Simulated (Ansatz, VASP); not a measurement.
## Bi: VASP beside Ansatz

```
Bi
1.0
    -1.74154    1.74154    2.34829
     1.74154   -1.74154    2.34829
     1.74154    1.74154   -2.34829
Bi
1
Cartesian
  0.0000 0.0000 0.0000
```

Alike in both runs: task single point; functional PBE; dispersion D3(BJ); k mesh 18 × 18 × 18; occupations gaussian, width 0.15 eV; no spin polarisation.

|  | VASP | Ansatz |
| --- | --- | --- |
| version | VASP 6.6.1 | Ansatz 0.2.0 |
| potentials or method | VASP PAW PBE potentials, release 64 (Bi_d), cutoff 520 eV | scalar-relativistic, plane waves, PAW |
| valence electrons in the cell | 15 | 15 |

```tsv
	VASP	Ansatz	Ansatz less VASP
gap on the k mesh at the Fermi level (eV)	none	none	-
pressure (GPa)	4.0	4.0	+0.05
traceless stress, the component that is largest in VASP (GPa)	-0.37	-0.37	-0.002
```

A gap of «none» marks a metal or a gap that the smearing closes.

Neither program's run includes spin-orbit coupling.
